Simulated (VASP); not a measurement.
Set up this calculation in VASP 6.6.1, as the native input.

| Property | Result |
| --- | --- |
| Task | single point |
| Functional | HSE06 |
| Potentials or basis | VASP PAW PBE potentials, release 64 (Li_sv, F) |
| Cutoff | 520 eV |
| k mesh | 8 × 8 × 8 |
| Occupations | gaussian, width 0.01 eV |
| Spin | no spin polarisation |
| Dipole correction | no |
| Grid for exact exchange (PRECFOCK) | Normal |
| Further INCAR settings | ALGO = Normal; EDIFF = 1e-06; NBANDS = 12 |
| Share of exact exchange | 0.25 |
| Screening parameter | 0.2079 1/Å |

The system is LiF.

```
Li F
1.0
     0.00000    1.99487    1.99487
     1.99487    0.00000    1.99487
     1.99487    1.99487    0.00000
Li F
1 1
Cartesian
  0.0000 0.0000 0.0000
  1.9949 1.9949 1.9949
```

One way to write it, as run:

POSCAR

```
LiF
1.0
    0.0000000000      1.9948717393      1.9948717393
    1.9948717393      0.0000000000      1.9948717393
    1.9948717393      1.9948717393      0.0000000000
Li F
1 1
Direct
    0.0000000000      0.0000000000      0.0000000000
    0.5000000000      0.5000000000      0.5000000000
```

INCAR.step1

```
ALGO = Normal
EDIFF = 1E-5
ENCUT = 520
GGA = PE
ISIF = 2
ISMEAR = 0
LASPH = True
LREAL = False
LWAVE = True
NBANDS = 12
NELM = 80
PREC = Accurate
SIGMA = 0.01
```

INCAR.step2

```
ALGO = Normal
EDIFF = 1E-6
ENCUT = 520
GGA = PE
HFSCREEN = 0.2079
ISIF = 2
ISMEAR = 0
ISTART = 1
LASPH = True
LCHARG = True
LELF = True
LHFCALC = True
LREAL = False
LVHAR = True
LWAVE = False
NBANDS = 12
NELM = 80
PREC = Accurate
PRECFOCK = Normal
SIGMA = 0.01
```

KPOINTS

```
k-points
0
Gamma
  8 8 8
```

Potentials or basis: VASP PAW PBE potentials, release 64 (Li_sv, F).

The run is started by

```sh
$ cat potpaw_PBE.64/Li_sv/POTCAR potpaw_PBE.64/F/POTCAR > POTCAR
$ cp INCAR.step1 INCAR
$ mpirun -np 1 vasp_std > vasp.out
$ cp INCAR.step2 INCAR
$ mpirun -np 1 vasp_std > vasp.out
```

It gave:

* Band gap on the k mesh: 11.67 eV

Wall time 18 min on 1 thread of AMD EPYC 7R13 Processor (Zen 3) (shared host), peak memory 0.21 GiB.
